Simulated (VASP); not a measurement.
# SrTiO3 in VASP: notebook

Runs on SrTiO3. Level: PBE. Tasks: single point, relaxation of the atoms.

All numbers are computed with VASP 6.6.1; they aren't measurements. Logs are shortened: lines on timing, memory, paths and dates and some standing lists are left out, and cuts for length are marked.

## Step 1: The cell of the first run

It takes space group P4/mmm (No. 123, tetragonal). The conventional cell has a = 3.905 Å, b = 3.905 Å, c = 4.022 Å, α = 90.00°, β = 90.00°, γ = 90.00°. Sr (site symmetry 4/mmm) has 12 O at 2.76 to 2.80 Å and 8 Ti at 3.42 Å within 3.6 Å. Within 2.6 Å of Ti (site symmetry 4/mmm) lie 6 O at 1.95 to 2.01 Å. Within 2.6 Å of O (site symmetry mmm) lie 2 Ti at 1.95 Å. Within 2.7 Å of O (site symmetry 4/mmm) lie 2 Ti at 2.01 Å.

## Step 2: Single point, PBE (z stretched by +3 %, then relaxed in part)

INCAR reads:

```
SYSTEM = SrTiO3
PREC = Accurate
ENCUT = 600
EDIFF = 1E-6
ISMEAR = -1
SIGMA = 0.02
LREAL = .False.
LASPH = .True.
NELM = 120
ALGO = Normal
ISIF = 2
LWAVE = .False.
LCHARG = .True.
GGA = PE
LELF = .True.
LVHAR = .True.
NBANDS = 28
GGA_COMPAT = .False.
```

KPOINTS reads:

```
regular mesh
0
Gamma
  8 8 8
  0 0 0
```

POSCAR reads:

```
SrTiO3
1.0
    3.9050000000      0.0000000000      0.0000000000
    0.0000000000      3.9050000000      0.0000000000
    0.0000000000      0.0000000000      4.0221500000
Sr Ti O
1 1 3
Direct
    0.0000000000      0.0000000000      0.0000000000
    0.5000000000      0.5000000000      0.5000000000
    0.0000000000      0.5000000000      0.5000000000
    0.5000000000      0.0000000000      0.5000000000
    0.5000000000      0.5000000000      0.0000000000
```

Potentials or basis: VASP PAW PBE potentials, release 64 (Sr_sv, Ti_sv, O).

The run is started by

```console
cat potpaw_PBE.64/Sr_sv/POTCAR potpaw_PBE.64/Ti_sv/POTCAR potpaw_PBE.64/O/POTCAR > POTCAR
mpirun -np 1 vasp_std > vasp.out
```

OUTCAR:

```text
SYSTEM = SrTiO3
   PREC = Accurate
   ENCUT = 600
   EDIFF = 1E-6
   ISMEAR = -1
   LREAL = .False.
   LASPH = .True.
   NELM = 120
   ISIF = 2
   GGA = PE

 ion  position               nearest neighbor table
   1  0.000  0.000  0.000-   5 2.76   5 2.76   5 2.76   5 2.76   4 2.80   3 2.80   4 2.80   3 2.80
                             4 2.80   3 2.80   4 2.80   3 2.80   2 3.42   2 3.42   2 3.42   2 3.42
   2  0.500  0.500  0.500-   3 1.95   4 1.95   4 1.95   3 1.95   5 2.01   5 2.01   1 3.42   1 3.42
                             1 3.42   1 3.42   1 3.42   1 3.42   1 3.42   1 3.42
   3  0.000  0.500  0.500-   2 1.95   2 1.95   1 2.80   1 2.80   1 2.80   1 2.80
   4  0.500  0.000  0.500-   2 1.95   2 1.95   1 2.80   1 2.80   1 2.80   1 2.80
   5  0.500  0.500  0.000-   2 2.01   2 2.01   1 2.76   1 2.76   1 2.76   1 2.76

  LATTYP: Found a simple tetragonal cell.
 ALAT       =     3.9050000000
 C/A-ratio  =     1.0300000000

  Lattice vectors:

 A1 = (   3.9050000000,   0.0000000000,   0.0000000000)
 A2 = (   0.0000000000,   3.9050000000,   0.0000000000)
 A3 = (   0.0000000000,   0.0000000000,   4.0221500000)

Analysis of symmetry for initial positions (statically):
=====================================================================
 Subroutine PRICEL returns:
 Original cell was already a primitive cell.

 Routine SETGRP: Setting up the symmetry group for a
 simple tetragonal supercell.

 Subroutine GETGRP returns: Found 16 space group operations
 (whereof 16 operations were pure point group operations)
 out of a pool of 16 trial point group operations.

The static configuration has the point symmetry D_4h.

Analysis of symmetry for dynamics (positions and initial velocities):
=====================================================================
 Subroutine PRICEL returns:
 Original cell was already a primitive cell.

 Routine SETGRP: Setting up the symmetry group for a
 simple tetragonal supercell.

 Subroutine GETGRP returns: Found 16 space group operations
 (whereof 16 operations were pure point group operations)
 out of a pool of 16 trial point group operations.

The dynamic configuration has the point symmetry D_4h.

 Subroutine INISYM returns: Found 16 space group operations
 (whereof 16 operations are pure point group operations),
 and found     1 'primitive' translations

----------------------------------------------------------------------------------------

                                     Primitive cell

  volume of cell :      61.3339

  direct lattice vectors                    reciprocal lattice vectors
     3.905000000  0.000000000  0.000000000     0.256081946  0.000000000  0.000000000
     0.000000000  3.905000000  0.000000000     0.000000000  0.256081946  0.000000000
     0.000000000  0.000000000  4.022150000     0.000000000  0.000000000  0.248623249

  length of vectors
     3.905000000  3.905000000  4.022150000     0.256081946  0.256081946  0.248623249

  position of ions in fractional coordinates (direct lattice)
     0.000000000  0.000000000  0.000000000
     0.500000000  0.500000000  0.500000000
     0.000000000  0.500000000  0.500000000
     0.500000000  0.000000000  0.500000000
     0.500000000  0.500000000  0.000000000

  ion indices of the primitive-cell ions
   primitive index   ion index
                 1           1
                 2           2
                 3           3
                 4           4
                 5           5

----------------------------------------------------------------------------------------

 KPOINTS: regular mesh

Automatic generation of k-mesh.
 Grid dimensions read from file:
 generate k-points for:    8    8    8

 Generating k-lattice:

  Cartesian coordinates                     Fractional coordinates (reciprocal lattice)
     0.032010243  0.000000000  0.000000000     0.125000000  0.000000000  0.000000000
     0.000000000  0.032010243  0.000000000     0.000000000  0.125000000  0.000000000
     0.000000000  0.000000000  0.031077906     0.000000000  0.000000000  0.125000000

  Length of vectors
     0.032010243  0.032010243  0.031077906

  Shift w.r.t. Gamma in fractional coordinates (k-lattice)
     0.000000000  0.000000000  0.000000000

 Subroutine IBZKPT returns following result:
 ===========================================

 Found     75 irreducible k-points:

 Following reciprocal coordinates:
            Coordinates               Weight
  0.000000  0.000000  0.000000      1.000000
  0.125000  0.000000  0.000000      4.000000
  0.250000  0.000000  0.000000      4.000000
  0.375000  0.000000  0.000000      4.000000
  0.500000  0.000000  0.000000      2.000000
  0.125000  0.125000  0.000000      4.000000
[... 16 lines left out ...]
  0.375000  0.125000  0.125000     16.000000
  0.500000  0.125000  0.125000      8.000000
 [... further k-points ...]
   k-points           NKPTS =     75   k-points in BZ     NKDIM =     75   number of bands    NBANDS=     28
   number of dos      NEDOS =    301   number of ions     NIONS =      5
   total plane-waves  NPLWV =  32768
   dimension x,y,z NGX =    32 NGY =   32 NGZ =   32
   dimension x,y,z NGXF=    64 NGYF=   64 NGZF=   64
   ions per type =               1   1   3
   NGX,Y,Z   is equivalent  to a cutoff of  13.62, 13.62, 13.23 a.u.
   NGXF,Y,Z  is equivalent  to a cutoff of  27.25, 27.25, 26.45 a.u.
 SYSTEM =  SrTiO3
   PREC   = accura    normal or accurate (medium, high low for compatibility)
   ISTART =      0    job   : 0-new  1-cont  2-samecut
   ICHARG =      2    charge: 1-file 2-atom 10-const
   ISPIN  =      1    spin polarized calculation?
   LNONCOLLINEAR =      F non collinear calculations
   LSORBIT =      F    spin-orbit coupling
   LASPH  =      T    aspherical Exc in radial PAW
   ENCUT  =  600.0 eV  44.10 Ry    6.64 a.u.   7.80  7.80  8.03*2*pi/ulx,y,z
   NELM   =    120;   NELMIN=  2; NELMDL= -5     # of ELM steps
   EDIFF  = 0.1E-05   stopping-criterion for ELM
   LREAL  =      F    real-space projection
   EDIFFG = 0.1E-04   stopping-criterion for IOM
   NSW    =      0    number of steps for IOM
   IBRION =     -1    ionic relax: 0-MD 1-quasi-New 2-CG
   NFREE  =      0    steps in history (QN), initial steepest desc. (CG)
   ISIF   =      2    stress and relaxation
   ISYM   =      2    0-nonsym 1-usesym 2-fastsym
   POTIM  = 0.5000    time-step for ionic-motion
   TEBEG  =    0.0;   TEEND  =   0.0 temperature during run
   PSTRESS=    0.0 pullay stress
   NELECT =      40.0000    total number of electrons
   NUPDOWN=      -1.0000    fix difference up-down
   EMIN   =  10.00;   EMAX   =-10.00  energy-range for DOS
   EFERMI =   0.00;   METHOD = LEGACY
   ISMEAR =    -1;   SIGMA  =   0.02  broadening in eV -4-tet -1-fermi 0-gaus
   EFERMI_NEDOS =   21; number of points for ismear=-14 and -15
   IALGO  =     38    algorithm
   IMIX   =      4    mixing-type and parameters
     AMIX     =   0.40;   BMIX     =  1.00
     AMIX_MAG =   1.60;   BMIX_MAG =  1.00
  volume/ion in A,a.u.               =      12.27        82.78
  Fermi-wavevector in a.u.,A,eV,Ry     =   1.419694  2.682832 27.422961  2.015531
  Thomas-Fermi vector in A             =   2.540688
   LORBIT       =      0    0 simple, 1 ext, 2 COOP (PROOUT), +10 PAW based schemes
   GGA     = PE    functional components
   LHFCALC =     F    Hartree Fock is set to
   AEXX    =    0.0000 exact exchange contribution
   IVDW    =     0    specifies the selected vdW correction
   LEPSILON=     F    determine dielectric tensor
   LRPA    =     F    only Hartree local field effects (RPA)
 non-spin polarized calculation
  energy-cutoff  :      600.00
  volume of cell :       61.33
 maximum number of plane-waves:      2080
 NGX is ok and might be reduce to    32
   NGX = 15   NGY = 15   NGZ = 17

 number of electron      39.9999989 magnetization

 Free energy of the ion-electron system (eV)
  ---------------------------------------------------
  ext. energy  EPLUGINS =         0.00000000
  ---------------------------------------------------
  free energy    TOTEN  =       -40.08748748 eV

  energy without entropy =      -40.08748748  energy(sigma->0) =      -40.08748748

 E-fermi :   4.4701     XC(G=0): -11.1149

 val. band max:        3.9674957118   @ k =   0.5000   0.5000   0.5000
 cond. band min:       5.7102661666   @ k =   0.0000   0.0000   0.0000
 fundamental gap:      1.7427704548
 Fermi energy:         4.4700618166

 k-point     1 :       0.0000    0.0000    0.0000
  band No.  band energies     occupation
      1     -52.6596      2.00000
      2     -28.9557      2.00000
      3     -28.8936      2.00000
      4     -28.8936      2.00000
      5     -28.8789      2.00000
      6     -13.4119      2.00000
[... 20 lines left out ...]
     27       9.4261      0.00000
     28       9.8945      0.00000

 k-point     2 :       0.1250    0.0000    0.0000
  band No.  band energies     occupation
      1     -52.6593      2.00000
      2     -28.9732      2.00000
      3     -28.8932      2.00000
      4     -28.8830      2.00000
      5     -28.8785      2.00000
      6     -13.4053      2.00000
[... 20 lines left out ...]
     27       9.6990      0.00000
     28      10.2715      0.00000

 k-point     3 :       0.2500    0.0000    0.0000
  band No.  band energies     occupation
      1     -52.6588      2.00000
      2     -29.0071      2.00000
      3     -28.8922      2.00000
      4     -28.8775      2.00000
      5     -28.8659      2.00000
      6     -13.4453      2.00000
[... 20 lines left out ...]
     27      10.3550      0.00000
     28      11.2960      0.00000

 k-point     4 :       0.3750    0.0000    0.0000
  band No.  band energies     occupation
      1     -52.6583      2.00000
      2     -29.0365      2.00000
      3     -28.8912      2.00000
      4     -28.8765      2.00000
      5     -28.8530      2.00000
      6     -13.5364      2.00000
[... 578 lines left out ...]
     27      10.6976      0.00000
     28      11.3632      0.00000

 k-point    23 :       0.3750    0.1250    0.1250
  band No.  band energies     occupation
      1     -52.6579      2.00000
      2     -29.0221      2.00000
      3     -28.9035      2.00000
      4     -28.8864      2.00000
      5     -28.8569      2.00000
      6     -13.3908      2.00000
[... 20 lines left out ...]
     27      11.3250      0.00000
     28      12.1364      0.00000

 k-point    24 :       0.5000    0.1250    0.1250
  band No.  band energies     occupation
      1     -52.6577      2.00000
      2     -29.0317      2.00000
      3     -28.9009      2.00000
      4     -28.8828      2.00000
      5     -28.8596      2.00000
      6     -13.4203      2.00000
[... 20 lines left out ...]
     27      11.5793      0.00000
     28      12.2848      0.00000

 [... further k-points ...]
[... 5 lines left out ...]
  --------------------------------------------------------------------------------------
  -------------------------------------------------------------------------------------
  Total        0.6897207      0.6897207     -1.6181172      0.0000000      0.0000000      0.0000000
  in kB       18.0170419     18.0170419    -42.2688291      0.0000000      0.0000000      0.0000000
  external PRESSURE =      -2.0782484 kB  Pullay stress =       0.0000000 kB

 VOLUME and BASIS-vectors are now :
 -----------------------------------------------------------------------------
  energy-cutoff  :      600.00
  volume of cell :       61.33
      direct lattice vectors                 reciprocal lattice vectors
     3.905000000  0.000000000  0.000000000     0.256081946  0.000000000  0.000000000
     0.000000000  3.905000000  0.000000000     0.000000000  0.256081946  0.000000000
     0.000000000  0.000000000  4.022150000     0.000000000  0.000000000  0.248623249

 POSITION                                       TOTAL-FORCE (eV/Angst)
 -----------------------------------------------------------------------------------
      0.00000      0.00000      0.00000         0.000000      0.000000      0.000000
      1.95250      1.95250      2.01107         0.000000      0.000000      0.000000
      0.00000      1.95250      2.01107         0.000000      0.000000      0.000000
      1.95250      0.00000      2.01107         0.000000      0.000000      0.000000
      1.95250      1.95250      0.00000         0.000000      0.000000      0.000000
 -----------------------------------------------------------------------------------
    total drift:                                0.000000     -0.000000     -0.000000

  FREE ENERGIE OF THE ION-ELECTRON SYSTEM (eV)
  ---------------------------------------------------
  free  energy   TOTEN  =       -40.0874874806 eV

  energy  without entropy=      -40.0874874806  energy(sigma->0) =      -40.08748748
```

Run time: 49 s. Hardware: 1 thread of Intel Xeon 6975P-C (Granite Rapids), shared host; peak memory 0.29 GiB.

What came out:

- Free energy: -40.0875 eV
- Pressure: -0.2 GPa
- Band gap on the k mesh: 1.74 eV, indirect (least direct gap 2.15 eV)

Caveat: the cell differs from its parent crystal (z stretched by +3 %, then relaxed in part). A k mesh can miss the band edges.

## Step 3: Relaxation of the atoms, PBE (volume scaled by 1.02)

INCAR reads:

```
PREC = Accurate ; ENCUT = 520
EDIFF = 1E-7 ; ISMEAR = -1
SIGMA = 0.02 ; LREAL = False
LASPH = True ; NELM = 120
ALGO = Normal ; ISIF = 2
LWAVE = False ; LCHARG = False
GGA = PE ; IBRION = 2
NSW = 80 ; EDIFFG = -0.02
GGA_COMPAT = False ; NELMIN = 4
```

KPOINTS reads:

```
regular mesh
0
Gamma
  8 8 8
```

Edit POSCAR of step 2 so:

```diff
@@ -2,5 +2,5 @@
 1.0
-    3.9050000000      0.0000000000      0.0000000000
-    0.0000000000      3.9050000000      0.0000000000
-    0.0000000000      0.0000000000      4.0221500000
+    3.9308616808      0.0000000000      0.0000000000
+    0.0000000000      3.9308616808      0.0000000000
+    0.0000000000      0.0000000000      3.9308616808
 Sr Ti O
```

Potentials or basis: VASP PAW PBE potentials, release 64 (Sr_sv, Ti_sv, O).

The run is started by

```console
cat potpaw_PBE.64/Sr_sv/POTCAR potpaw_PBE.64/Ti_sv/POTCAR potpaw_PBE.64/O/POTCAR > POTCAR
mpirun -np 1 vasp_std > vasp.out
```

It took 61 s on 1 thread of Intel Xeon Platinum 8259CL at 2.50GHz (Skylake/Cascade Lake), shared host; peak memory 0.2 GiB.

The run converged. Its results:

```yaml
Free_energy: -40.1014 eV
Pressure_after_relaxing: 1.4 GPa
Band_gap_on_the_k_mesh: 1.82 eV, indirect (least direct gap 2.19 eV)
```

Final structure:
```yaml
crystal:
  lattice:
    - [3.93086, 0.00000, 0.00000]
    - [0.00000, 3.93086, 0.00000]
    - [0.00000, 0.00000, 3.93086]
  atoms:
    - { symbol: Sr, position: [0.00000, 0.00000, 0.00000] }
    - { symbol: Ti, position: [0.50000, 0.50000, 0.50000] }
    - { symbol: O, position: [0.00000, 0.50000, 0.50000] }
    - { symbol: O, position: [0.50000, 0.00000, 0.50000] }
    - { symbol: O, position: [0.50000, 0.50000, 0.00000] }
```

Levels at points of the mesh, in eV from the valence-band top:
```tsv
k point	band 17	band 18	band 19	band 20	band 21	band 22	band 23	band 24
(0.00, 0.00, 0.00)	-1.14	-0.37	-0.37	-0.37	1.82	1.82	1.82	4.17
(0.50, 0.00, 0.00)	-2.30	-1.93	-0.73	-0.73	1.98	3.68	3.68	4.18
(0.50, 0.50, 0.00)	-1.74	-1.55	-1.55	-0.09	3.68	3.68	4.13	5.12
(0.50, 0.50, 0.50)	-3.68	0.00	0.00	0.00	4.34	4.34	4.34	6.87
```

Caveat: the relaxation stopped at its first step, so nothing moved. A k mesh can miss the band edges.

## Step 4: Relaxation of the atoms, PBE (volume scaled by 1.04)

INCAR reads:

```
SYSTEM = SrTiO3
PREC     = Accurate       ! precision mode
ENCUT    = 520            ! plane-wave cutoff, eV
EDIFF    = 1E-7           ! SCF threshold, eV
ISMEAR   = -1             ! smearing method
SIGMA    = 0.02           ! smearing width, eV
LREAL    = .False.        ! projectors in reciprocal space
LASPH    = .True.         ! aspherical terms in the spheres
NELM     = 120            ! most SCF steps
ALGO     = Normal         ! electronic algorithm
ISIF     = 2              ! what is computed and relaxed
LWAVE    = .False.        ! write WAVECAR
LCHARG   = .False.        ! write CHGCAR
GGA      = PE             ! functional
IBRION   = 2              ! ionic algorithm
NSW      = 80             ! ionic steps
EDIFFG   = -0.02          ! ionic threshold
GGA_COMPAT= .False.      
NELMIN   = 4
```

KPOINTS reads:

```
regular mesh
0
Gamma
  8 8 8
  0 0 0
```

Edit POSCAR of step 3 so:

```diff
@@ -2,5 +2,5 @@
 1.0
-    3.9308616808      0.0000000000      0.0000000000
-    0.0000000000      3.9308616808      0.0000000000
-    0.0000000000      0.0000000000      3.9308616808
+    3.9563874719      0.0000000000      0.0000000000
+    0.0000000000      3.9563874719      0.0000000000
+    0.0000000000      0.0000000000      3.9563874719
 Sr Ti O
```

The run is started by

```console
cat potpaw_PBE.64/Sr_sv/POTCAR potpaw_PBE.64/Ti_sv/POTCAR potpaw_PBE.64/O/POTCAR > POTCAR
mpirun -np 1 vasp_std > vasp.out
```

It took 63 s on 1 thread of Intel Xeon Platinum 8259CL at 2.50GHz (Skylake/Cascade Lake), shared host; peak memory 0.2 GiB.

Results (log left out):

```yaml
Free_energy: -40.1005 eV
Pressure_after_relaxing: -1.9 GPa
Band_gap_on_the_k_mesh: 1.78 eV, indirect (least direct gap 2.16 eV)
```

Final structure:
```
CELL_PARAMETERS angstrom
3.95639 0.00000 0.00000
0.00000 3.95639 0.00000
0.00000 0.00000 3.95639
ATOMIC_POSITIONS crystal
Sr 0.00000 0.00000 0.00000
Ti 0.50000 0.50000 0.50000
O 0.00000 0.50000 0.50000
O 0.50000 0.00000 0.50000
O 0.50000 0.50000 0.00000
```

Levels at points of the mesh, in eV from the valence-band top:
```csv
k point,band 17,band 18,band 19,band 20,band 21,band 22,band 23,band 24
"(0.00, 0.00, 0.00)",-1.11,-0.38,-0.38,-0.38,1.78,1.78,1.78,4.03
"(0.50, 0.00, 0.00)",-2.26,-1.87,-0.73,-0.73,1.93,3.58,3.58,4.04
"(0.50, 0.50, 0.00)",-1.75,-1.53,-1.53,-0.09,3.59,3.59,4.02,4.95
"(0.50, 0.50, 0.50)",-3.62,0.00,0.00,0.00,4.22,4.22,4.22,6.79
```

Caveat: the relaxation stopped at its first step, so nothing moved. A k mesh can miss the band edges.

## Step 5: Overview

```tsv
task	cell	cutoff (eV)	gap on the mesh (eV)	pressure (GPa)
single point	a = 3.905, b = 3.905, c = 4.022 Å, 5 atoms	600	1.74	-0.2
relaxation of the atoms	atoms relaxed from a = 3.931 Å, 5 atoms	520	1.82	1.4
relaxation of the atoms	atoms relaxed from a = 3.956 Å, 5 atoms	520	1.78	-1.9
```

Alike in all rows: level PBE; potentials or basis VASP PAW PBE potentials, release 64 (Sr_sv, Ti_sv, O); no spin polarisation; k mesh 8 × 8 × 8; smearing fermi-dirac 0.02 eV.

Caveats: the relaxation stopped at its first step, so nothing moved (some runs).

Absolute energies hang on the potentials; compare differences alone.
